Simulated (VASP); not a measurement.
Here is a VASP 6.6.1 calculation.

Contents of INCAR:

```
SYSTEM = Li
ALGO = Normal ; EDIFF = 1E-7
ENCUT = 520 ; GGA = PE
ISIF = 2 ; ISMEAR = 0
LASPH = .True. ; LCHARG = .False.
LREAL = Auto ; LWAVE = .False.
NBANDS = 40 ; NELM = 100
PREC = Accurate ; SIGMA = 0.15
```

KPOINTS

```
k-points
0
Gamma
  4 5 1
  0 0 0
```

The input POSCAR:

```
Li
1.0
    6.9800000000      0.0000000000      0.0000000000
    3.4900000000      4.9356050000      0.0000000000
    0.0000000000      0.0000000000     19.4034080000
Li
17
Direct
   -0.2499999493      0.4999998987      0.0515372866
    0.2500000507      0.4999998987      0.0515372866
   -0.2500000000      1.0000000000      0.0515372866
    0.2500000000      1.0000000000      0.0515372866
    0.0006085085     -0.0030330628      0.1679351895
    0.5037057424     -0.0044811122      0.1711183417
    0.0032253087      0.4947427924      0.1702249935
    0.5008409908      0.4981022590      0.1734306159
   -0.2316393910      0.4931976931      0.2996530300
    0.2440710245      0.4824725642      0.3002982260
   -0.2435479727      1.0075962319      0.2917811655
    0.2526238342      0.9774560566      0.2903796075
    0.0253834926     -0.0373976443      0.4163033113
    0.5131211942     -0.0283618726      0.4054475379
    0.0102858647      0.4662769812      0.4377083139
    0.5224959471      0.4626427763      0.4212824881
    0.3561368421      0.8885761725      0.5314541136
```

Potentials or basis: VASP PAW PBE potentials, release 64 (Li_sv).

The run is started by

```sh
$ cat potpaw_PBE.64/Li_sv/POTCAR > POTCAR
$ mpirun -np 1 vasp_std > vasp.out
```

(1) Estimate the largest force.

(2) What does it give for the band gap on the k mesh?

## Answers

(1) 0.029 eV/Å.

(2) zero (an odd number of electrons rules out a gap without spin polarisation).

Caveat: there is no dipole correction, which matters where the two faces differ.
